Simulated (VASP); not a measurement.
ZnS:

```
Zn S
1.0
     3.97429    0.00000    0.00000
    -1.98715    3.44184    0.00000
     0.00000    0.00000    6.01114
Zn S
2 2
Direct
  0.33333 0.66667 0.25000
  0.66667 0.33333 0.75000
  0.66667 0.33333 0.25000
  0.33333 0.66667 0.75000
```

- Program: VASP 6.6.1
- Task: relaxation of cell and atoms
- Functional: r2SCAN
- Potentials or basis: VASP PAW PBE potentials, release 64 (Zn, S)
- Cutoff: 600 eV
- k mesh: 6 × 6 × 4
- Occupations: fermi-dirac, width 0.02 eV
- Spin: no spin polarisation

At the start: pressure -2.0 GPa; volume 20.56 Å³/atom.

Q: How do energy, volume and symmetry change on relaxing?

A: Over 9 steps the energy falls by 4.3 meV/atom and the volume is 19.81 Å³/atom (-3.6 %); space group P6_3/mmc (No. 194, to 0.1 Å) before and after.

Step by step:
```csv
step,energy change (eV),largest force (eV/Å),pressure (GPa),volume (Å³)
1,0.0000,0.0000,-2.00,82.23
2,-0.0113,0.0000,1.03,79.21
3,-0.0147,0.0000,0.01,80.15
4,-0.0147,0.0000,-0.06,80.24
5,-0.0147,0.0000,-0.10,80.28
6,-0.0152,0.0000,-0.10,80.14
7,-0.0164,0.0000,-0.09,79.75
8,-0.0169,0.0000,0.04,78.94
9,-0.0171,0.0000,-0.02,79.23
```

Final structure:
```yaml
crystal:
  lattice:
    - [3.94743, 0.00000, 0.00000]
    - [-1.97371, 3.41857, 0.00000]
    - [0.00000, 0.00000, 5.87097]
  atoms:
    - { symbol: Zn, position: [0.33333, 0.66667, 0.25000] }
    - { symbol: Zn, position: [0.66667, 0.33333, 0.75000] }
    - { symbol: S, position: [0.66667, 0.33333, 0.25000] }
    - { symbol: S, position: [0.33333, 0.66667, 0.75000] }
```

Caveat: the PAW data sets were made with another functional, which shifts forces and pressure a little.
